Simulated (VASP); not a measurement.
Write the native input for VASP 6.6.1 that does the following.

* Task: single point
* Functional: PBE
* Potentials or basis: VASP PAW PBE potentials, release 64 (Mn_pv, Si)
* Cutoff: 500 eV
* k mesh: 8 × 8 × 8
* Occupations: gaussian, width 0.1 eV
* Spin: collinear spin, ferromagnetic start
* Starting moments: [1.1, 1.1, 1.1, 1.1, 0.0, 0.0, 0.0, 0.0] μB
* Dipole correction: no
* Further INCAR settings: ALGO = Normal; EDIFF = 1e-06; NBANDS = 48

The structure of MnSi lies in POSCAR:

```
MnSi
1.0
    4.5175722978      0.0000000000      0.0000000000
    0.0000000000      4.5175722978      0.0000000000
    0.0000000000      0.0000000000      4.5175722978
Mn Si
4 4
Direct
    0.1364398393      0.1364398393      0.1364398393
    0.3635601607      0.8635601607      0.6364398393
    0.6364398393      0.3635601607      0.8635601607
    0.8635601607      0.6364398393      0.3635601607
    0.8452908486      0.8452908486      0.8452908486
    0.6547091514      0.1547091514      0.3452908486
    0.3452908486      0.6547091514      0.1547091514
    0.1547091514      0.3452908486      0.6547091514
```

The input as run:

INCAR

```
PREC = Accurate ; ENCUT = 500
EDIFF = 1E-6 ; ISMEAR = 0
SIGMA = 0.1 ; LREAL = F
LASPH = T ; NELM = 200
ALGO = Normal ; ISIF = 2
LWAVE = F ; LCHARG = T
ISPIN = 2 ; MAGMOM = 1.1 1.1 1.1 1.1 0 0 0 0
LORBIT = 11 ; LMAXMIX = 4
GGA = PE ; LELF = T
LVHAR = T ; NBANDS = 48
GGA_COMPAT = F
```

KPOINTS

```
regular mesh
0
Gamma
  8 8 8
```

Potentials or basis: VASP PAW PBE potentials, release 64 (Mn_pv, Si).

The run is started by

```sh
$ cat potpaw_PBE.64/Mn_pv/POTCAR potpaw_PBE.64/Si/POTCAR > POTCAR
$ mpirun -np 1 vasp_std > vasp.out
```

It gave:

- Pressure: -0.1 GPa
- Largest force: 0.015 eV/Å
- Net moment: 3.92 μB per cell
- Site moments: Mn +1.04; Si -0.05 μB
- Valence electrons inside the program's atomic spheres: Mn 12.01; Si 1.65

Run time: 12 min on 1 thread of AMD EPYC 7R13 (shared host), peak memory 0.37 GiB.
